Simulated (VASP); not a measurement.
# Na2AgAsF6 (I4/m) in VASP: single point with PBE+D3(BJ)

Aim: the single point of Na2AgAsF6 with PBE+D3(BJ).

All numbers are computed with VASP 6.6.1; they aren't measurements. Logs are shortened: lines on timing, memory, paths and dates and some standing lists are left out, and cuts for length are marked.

## (1) The cell of the first run

The structure is tetragonal, space group I4/m (No. 87). Conventional cell: a = 6.017 Å, b = 6.017 Å, c = 8.571 Å, α = 90.00°, β = 90.00°, γ = 90.00°. Na (site symmetry -4) has 8 F at 2.53 to 3.01 Å within 3.3 Å. Within 3.0 Å of Ag (site symmetry 4/m) lie 6 F at 2.26 to 2.50 Å. As (site symmetry 4/m) has 6 F at 2.03 to 2.06 Å within 2.7 Å. F (site symmetry m) has 1 As at 2.06 Å and 1 Ag at 2.50 Å and 2 Na at 2.53 Å and 1 F at 2.67 Å within 2.7 Å. F (site symmetry 4) has 1 As at 2.03 Å and 1 Ag at 2.26 Å within 2.7 Å.

## (2) Single point, PBE+D3(BJ) (atoms displaced along a vibrational mode, then relaxed in part)

File INCAR:

```
SYSTEM = Na2AgAsF6
PREC = Accurate ; ENCUT = 520
EDIFF = 1E-6 ; ISMEAR = 0
SIGMA = 0.05 ; LREAL = .FALSE.
LASPH = .TRUE. ; NELM = 60
ALGO = Normal ; ISIF = 2
LWAVE = .FALSE. ; LCHARG = .FALSE.
GGA = PE ; IVDW = 12
NBANDS = 47
```

File KPOINTS:

```
regular mesh
0
G
  6 6 6
  0 0 0
```

File POSCAR:

```
Na2AgAsF6
1.0
    0.0000000000      4.2548119786      4.2855373332
    4.2548119786      0.0000000000      4.2855373332
    4.2548119786      4.2548119786      0.0000000000
Na Ag As F
2 1 1 6
Direct
    0.7500000000      0.7500000000      0.7500000000
    0.2500000000      0.2500000000      0.2500000000
    0.5000000000      0.5000000000      0.5000000000
    0.0000000000      0.0000000000      0.0000000000
    0.8726109053      0.1273890947      0.3179077220
    0.2367243380      0.2367243380      0.7632756620
    0.1273890947      0.8726109053      0.6820922780
    0.3179077220      0.6820922780      0.1273890947
    0.6820922780      0.3179077220      0.8726109053
    0.7632756620      0.7632756620      0.2367243380
```

Potentials or basis: VASP PAW PBE potentials, release 64 (Na_pv, Ag, As, F).

Run with:

```console
cat potpaw_PBE.64/Na_pv/POTCAR potpaw_PBE.64/Ag/POTCAR potpaw_PBE.64/As/POTCAR potpaw_PBE.64/F/POTCAR > POTCAR
mpirun -np 1 vasp_std > vasp.out
```

OUTCAR:

```text
SYSTEM = Na2AgAsF6
   PREC = Accurate
   ENCUT = 520
   EDIFF = 1E-6
   ISMEAR = 0
   LREAL = .FALSE.
   LASPH = .TRUE.
   NELM = 60
   ISIF = 2
   GGA = PE
   IVDW = 12
 IVDW          = 12

 ion  position               nearest neighbor table
   1  0.750  0.750  0.750-
   2  0.250  0.250  0.250-
   3  0.500  0.500  0.500-   6 2.26  10 2.26   7 2.50   8 2.50   9 2.50   5 2.50
   4  0.000  0.000  0.000-   6 2.03  10 2.03   7 2.06   8 2.06   9 2.06   5 2.06
   5  0.873  0.127  0.318-   4 2.06   3 2.50
   6  0.237  0.237  0.763-   4 2.03   3 2.26
   7  0.127  0.873  0.682-   4 2.06   3 2.50
   8  0.318  0.682  0.127-   4 2.06   3 2.50
   9  0.682  0.318  0.873-   4 2.06   3 2.50
  10  0.763  0.763  0.237-   4 2.03   3 2.26

  LATTYP: Found a body centered tetragonal cell.
 ALAT       =     6.0172128055
 C/A-ratio  =     1.4244260496

  Lattice vectors:

 A1 = (  -4.2548119786,   0.0000000000,   4.2855373332)
 A2 = (   4.2548119786,   0.0000000000,   4.2855373332)
 A3 = (   0.0000000000,   4.2548119786,  -4.2855373332)

Analysis of symmetry for initial positions (statically):
=====================================================================
 Subroutine PRICEL returns:
 Original cell was already a primitive cell.

 Routine SETGRP: Setting up the symmetry group for a
 body centered tetragonal supercell.

 Subroutine GETGRP returns: Found  8 space group operations
 (whereof  8 operations were pure point group operations)
 out of a pool of 16 trial point group operations.

The static configuration has the point symmetry C_4h.

Analysis of symmetry for dynamics (positions and initial velocities):
=====================================================================
 Subroutine PRICEL returns:
 Original cell was already a primitive cell.

 Routine SETGRP: Setting up the symmetry group for a
 body centered tetragonal supercell.

 Subroutine GETGRP returns: Found  8 space group operations
 (whereof  8 operations were pure point group operations)
 out of a pool of 16 trial point group operations.

The dynamic configuration has the point symmetry C_4h.

 Subroutine INISYM returns: Found  8 space group operations
 (whereof  8 operations are pure point group operations),
 and found     1 'primitive' translations

----------------------------------------------------------------------------------------

                                     Primitive cell

  volume of cell :     155.1658

  direct lattice vectors                    reciprocal lattice vectors
     0.000000000  4.254811979  4.285537333    -0.117514006  0.117514006  0.116671484
     4.254811979  0.000000000  4.285537333     0.117514006 -0.117514006  0.116671484
     4.254811979  4.254811979  0.000000000     0.117514006  0.117514006 -0.116671484

  length of vectors
     6.038977994  6.038977994  6.017212805     0.203054964  0.203054964  0.203054964

  position of ions in fractional coordinates (direct lattice)
     0.750000000  0.750000000  0.750000000
     0.250000000  0.250000000  0.250000000
     0.500000000  0.500000000  0.500000000
     0.000000000  0.000000000  0.000000000
     0.872610905  0.127389095  0.317907722
     0.236724338  0.236724338  0.763275662
     0.127389095  0.872610905  0.682092278
     0.317907722  0.682092278  0.127389095
     0.682092278  0.317907722  0.872610905
     0.763275662  0.763275662  0.236724338

  ion indices of the primitive-cell ions
   primitive index   ion index
                 1           1
                 2           2
                 3           3
                 4           4
                 5           5
                 6           6
                 7           7
                 8           8
                 9           9
                10          10

----------------------------------------------------------------------------------------

 KPOINTS: regular mesh

Automatic generation of k-mesh.
 Grid dimensions read from file:
 generate k-points for:    6    6    6

 Generating k-lattice:

  Cartesian coordinates                     Fractional coordinates (reciprocal lattice)
    -0.019585668  0.019585668  0.019445247     0.166666667  0.000000000  0.000000000
     0.019585668 -0.019585668  0.019445247     0.000000000  0.166666667  0.000000000
     0.019585668  0.019585668 -0.019445247     0.000000000  0.000000000  0.166666667

  Length of vectors
     0.033842494  0.033842494  0.033842494

  Shift w.r.t. Gamma in fractional coordinates (k-lattice)
     0.000000000  0.000000000  0.000000000

 Subroutine IBZKPT returns following result:
 ===========================================

 Found     36 irreducible k-points:

 Following reciprocal coordinates:
            Coordinates               Weight
  0.000000  0.000000  0.000000      1.000000
  0.166667  0.000000  0.000000      8.000000
  0.333333 -0.000000  0.000000      8.000000
  0.500000 -0.000000  0.000000      4.000000
  0.166667  0.166667  0.000000      2.000000
  0.333333  0.166667  0.000000      8.000000
[... 16 lines left out ...]
 -0.333333  0.333333  0.166667      8.000000
 -0.166667 -0.333333  0.333333      8.000000
 [... further k-points ...]
   k-points           NKPTS =     36   k-points in BZ     NKDIM =     36   number of bands    NBANDS=     47
   number of dos      NEDOS =    301   number of ions     NIONS =     10
   total plane-waves  NPLWV = 110592
   dimension x,y,z NGX =    48 NGY =   48 NGZ =   48
   dimension x,y,z NGXF=    96 NGYF=   96 NGZF=   96
   ions per type =               2   1   1   6
   NGX,Y,Z   is equivalent  to a cutoff of  13.21, 13.21, 13.26 a.u.
   NGXF,Y,Z  is equivalent  to a cutoff of  26.43, 26.43, 26.52 a.u.
 SYSTEM =  Na2AgAsF6
   PREC   = accura    normal or accurate (medium, high low for compatibility)
   ISTART =      0    job   : 0-new  1-cont  2-samecut
   ICHARG =      2    charge: 1-file 2-atom 10-const
   ISPIN  =      1    spin polarized calculation?
   LNONCOLLINEAR =      F non collinear calculations
   LSORBIT =      F    spin-orbit coupling
   LASPH  =      T    aspherical Exc in radial PAW
   ENCUT  =  520.0 eV  38.22 Ry    6.18 a.u.  11.23 11.23 11.19*2*pi/ulx,y,z
   NELM   =     60;   NELMIN=  2; NELMDL= -5     # of ELM steps
   EDIFF  = 0.1E-05   stopping-criterion for ELM
   LREAL  =      F    real-space projection
   EDIFFG = 0.1E-04   stopping-criterion for IOM
   NSW    =      0    number of steps for IOM
   IBRION =     -1    ionic relax: 0-MD 1-quasi-New 2-CG
   NFREE  =      0    steps in history (QN), initial steepest desc. (CG)
   ISIF   =      2    stress and relaxation
   ISYM   =      2    0-nonsym 1-usesym 2-fastsym
   POTIM  = 0.5000    time-step for ionic-motion
   TEBEG  =    0.0;   TEEND  =   0.0 temperature during run
   PSTRESS=    0.0 pullay stress
   NELECT =      72.0000    total number of electrons
   NUPDOWN=      -1.0000    fix difference up-down
   EMIN   =  10.00;   EMAX   =-10.00  energy-range for DOS
   EFERMI =   0.00;   METHOD = LEGACY
   ISMEAR =     0;   SIGMA  =   0.05  broadening in eV -4-tet -1-fermi 0-gaus
   EFERMI_NEDOS =   21; number of points for ismear=-14 and -15
   IALGO  =     38    algorithm
   IMIX   =      4    mixing-type and parameters
     AMIX     =   0.40;   BMIX     =  1.00
     AMIX_MAG =   1.60;   BMIX_MAG =  1.00
  volume/ion in A,a.u.               =      15.52       104.71
  Fermi-wavevector in a.u.,A,eV,Ry     =   1.267419  2.395075 21.855742  1.606352
  Thomas-Fermi vector in A             =   2.400568
   LORBIT       =      0    0 simple, 1 ext, 2 COOP (PROOUT), +10 PAW based schemes
   GGA     = PE    functional components
   LHFCALC =     F    Hartree Fock is set to
   AEXX    =    0.0000 exact exchange contribution
   IVDW    =    12    specifies the selected vdW correction
   LEPSILON=     F    determine dielectric tensor
   LRPA    =     F    only Hartree local field effects (RPA)
 non-spin polarized calculation
 Gauss-broadening in eV      SIGMA  =   0.05
  energy-cutoff  :      520.00
  volume of cell :      155.17
 maximum number of plane-waves:      4223
 NGX is ok and might be reduce to    48
   NGX = 23   NGY = 23   NGZ = 23

 number of electron      72.0000008 magnetization

 Free energy of the ion-electron system (eV)
  ---------------------------------------------------
  ext. energy  EPLUGINS =         0.00000000
  ---------------------------------------------------
  free energy    TOTEN  =       -41.38613502 eV

  energy without entropy =      -41.38613502  energy(sigma->0) =      -41.38613502

 E-fermi :   1.8280     XC(G=0):  -8.7277

 val. band max:        1.5836565709   @ k =   0.5000   0.5000   0.0000
 cond. band min:       3.8475204558   @ k =   0.5000  -0.0000   0.0000
 fundamental gap:      2.2638638848
 Fermi energy:         1.8279638059

 k-point     1 :       0.0000    0.0000    0.0000
  band No.  band energies     occupation
      1     -22.1383      2.00000
      2     -22.0211      2.00000
      3     -22.0137      2.00000
      4     -22.0137      2.00000
      5     -21.9971      2.00000
      6     -21.9971      2.00000
[... 39 lines left out ...]
     46       9.6359      0.00000
     47      10.3680      0.00000

 k-point     2 :       0.1667    0.0000    0.0000
  band No.  band energies     occupation
      1     -22.1457      2.00000
      2     -22.0188      2.00000
      3     -22.0157      2.00000
      4     -22.0024      2.00000
      5     -22.0019      2.00000
      6     -21.9948      2.00000
[... 39 lines left out ...]
     46       9.6858      0.00000
     47      10.5979      0.00000

 k-point     3 :       0.3333   -0.0000    0.0000
  band No.  band energies     occupation
      1     -22.1556      2.00000
      2     -22.0277      2.00000
      3     -22.0090      2.00000
      4     -22.0055      2.00000
      5     -21.9996      2.00000
      6     -21.9851      2.00000
[... 1039 lines left out ...]
     46      10.8050      0.00000
     47      11.4547      0.00000

 k-point    24 :      -0.1667   -0.3333    0.3333
  band No.  band energies     occupation
      1     -22.1799      2.00000
      2     -22.0408      2.00000
      3     -22.0239      2.00000
      4     -22.0129      2.00000
      5     -21.9940      2.00000
      6     -21.9261      2.00000
[... 39 lines left out ...]
     46      10.9152      0.00000
     47      11.4140      0.00000

 [... further k-points ...]

------------------------ aborting loop because EDIFF is reached ----------------------------------------

 Edisp (eV)   -1.35198

 E8    (eV) :    -0.5346

  FORCE on cell =-STRESS in cart. coord.  units (eV):
  Direction    XX          YY          ZZ          XY          YZ          ZX
  --------------------------------------------------------------------------------------
  -------------------------------------------------------------------------------------
  Total      -0.25942    -0.25942    -0.21238    -0.00000     0.00000    -0.00000
  in kB      -2.67863    -2.67863    -2.19293    -0.00000     0.00000    -0.00000
  external pressure =       -2.52 kB  Pullay stress =        0.00 kB

 VOLUME and BASIS-vectors are now :
 -----------------------------------------------------------------------------
  energy-cutoff  :      520.00
  volume of cell :      155.17
      direct lattice vectors                 reciprocal lattice vectors
     0.000000000  4.254811979  4.285537333    -0.117514006  0.117514006  0.116671484
     4.254811979  0.000000000  4.285537333     0.117514006 -0.117514006  0.116671484
     4.254811979  4.254811979  0.000000000     0.117514006  0.117514006 -0.116671484

 POSITION                                       TOTAL-FORCE (eV/Angst)
 -----------------------------------------------------------------------------------
      6.38222      6.38222      6.42831         0.000000      0.000000     -0.000000
      2.12741      2.12741      2.14277         0.000000      0.000000     -0.000000
      4.25481      4.25481      4.28554         0.000000      0.000000     -0.000000
      0.00000      0.00000      0.00000         0.000000      0.000000     -0.000000
      1.89465      5.06543      4.28554         0.017883      0.002376     -0.000000
      4.25481      4.25481      2.02898         0.000000      0.000000      0.026149
      6.61497      3.44419      4.28554        -0.017883     -0.002376     -0.000000
      3.44419      1.89465      4.28554        -0.002376      0.017883     -0.000000
      5.06543      6.61497      4.28554         0.002376     -0.017883     -0.000000
      4.25481      4.25481      6.54209         0.000000      0.000000     -0.026149
 -----------------------------------------------------------------------------------
    total drift:                                0.000000      0.000000      0.000000

  FREE ENERGIE OF THE ION-ELECTRON SYSTEM (eV)
  ---------------------------------------------------
  free  energy   TOTEN  =       -42.7381186720 eV

  energy  without entropy=      -42.7381186720  energy(sigma->0) =      -42.73811867
```

Wall time 7.8 min (1 thread of AMD EPYC 7R13, shared host); peak memory 0.45 GiB.

What came out:

| Quantity | Value |
| --- | --- |
| Free energy | -42.7381 eV |
| Pressure | -0.3 GPa |
| Largest force | 0.026 eV/Å |
| Band gap on the k mesh | 2.26 eV (least direct gap 3.13 eV) |
| Dispersion energy per atom | -0.135 eV |

Forces on the atoms (eV/Å):
```
Na   0.000  0.000  0.000
Na   0.000  0.000  0.000
Ag   0.000  0.000  0.000
As   0.000  0.000  0.000
F    0.018  0.002  0.000
F    0.000  0.000  0.026
F   -0.018 -0.002  0.000
F   -0.002  0.018  0.000
F    0.002 -0.018  0.000
F    0.000  0.000 -0.026
```

Levels at points of the mesh, in eV from the valence-band top:
```tsv
k point	band 34	band 35	band 36	band 37	band 38	band 39
(0.00, 0.00, 0.00)	-1.91	-1.32	-0.92	2.70	4.02	4.11
(0.50, 0.00, 0.00)	-1.44	-1.38	-1.21	2.26	4.23	4.54
(0.50, 0.50, 0.00)	-1.84	-1.33	0.00	3.61	3.68	4.13
(0.50, 0.00, 0.50)	-1.74	-1.10	-0.30	3.47	3.70	3.83
```

Caveat: the cell differs from its parent crystal (atoms displaced along a vibrational mode, then relaxed in part).
